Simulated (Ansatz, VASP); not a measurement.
KMgF3 in VASP and in Ansatz

The input INCAR:

```
ALGO     = Normal         # electronic algorithm
EDIFF    = 1E-6           # SCF threshold, eV
ENCUT    = 520            # plane-wave cutoff, eV
GGA      = PS             # functional
ISIF     = 2              # what is computed and relaxed
ISMEAR   = 0              # smearing method
LASPH    = True           # aspherical terms in the spheres
LCHARG   = False          # write CHGCAR
LREAL    = False          # projectors in reciprocal space
LWAVE    = False          # write WAVECAR
NBANDS   = 24             # bands
NELM     = 60             # most SCF steps
PREC     = Accurate       # precision mode
SIGMA    = 0.02           # smearing width, eV
```

File KPOINTS:

```
k-points
0
Gamma
  6 6 6
```

POSCAR

```
KMgF3
1.0
    3.8243985192      0.0000000000      0.0000000000
    0.0000000000      3.8243985192      0.0000000000
    0.0000000000      0.0000000000      3.8243985192
K Mg F
1 1 3
Direct
    0.5000000000      0.5000000000      0.5000000000
    0.0000000000      0.0000000000      0.0000000000
    0.5000000000      0.0000000000      0.0000000000
    0.0000000000      0.5000000000      0.0000000000
    0.0000000000      0.0000000000      0.5000000000
```

Input for Ansatz:

```yaml
crystal:
  lattice:
    - [3.8243985206, 0.0, 0.0]
    - [0.0, 3.8243985206, 0.0]
    - [0.0, 0.0, 3.8243985206]
  atoms:
    - { symbol: K, position: [0.5, 0.5, 0.5] }
    - { symbol: Mg, position: [0.0, 0.0, 0.0] }
    - { symbol: F, position: [0.5, 0.0, 0.0] }
    - { symbol: F, position: [0.0, 0.5, 0.0] }
    - { symbol: F, position: [0.0, 0.0, 0.5] }
basis:
  ecutwfc: 420
kpoints:
  mp_grid: { grid: [6, 6, 6] }
hamiltonian:
  xc: pbesol
scf:
  occupations: { method: gaussian, width: 0.02 }
output:
  forces: true
  stress: true
  eigenvalues: true
  write_density: true
  write_potential: true
  elf: true
  volumetric_format: npy
```

Alike in both runs: task single point; functional PBEsol; k mesh 6 × 6 × 6; occupations gaussian, width 0.02 eV; no spin polarisation.

```csv
,VASP,Ansatz
version,VASP 6.6.1,Ansatz 0.2.0
potentials or method,"VASP PAW PBE potentials, release 64 (K_sv, Mg, F), cutoff 520 eV","scalar-relativistic, plane waves, PAW"
valence electrons in the cell,32,40
```

Ansatz gave:

* gap on the k mesh at the Fermi level (eV): 8.13
* least direct gap on the mesh (eV): 8.45
* pressure (GPa): 12.4

Q: What did VASP give for the same quantities?

A: gap on the k mesh at the Fermi level (eV): 8.11; least direct gap on the mesh (eV): 8.43; pressure (GPa): 12.1.

VASP's potentials were made for PBE, not for PBEsol. VASP's potentials hold 32 valence electrons a cell and Ansatz's 40, so a difference there can come from the potentials and not from the codes.
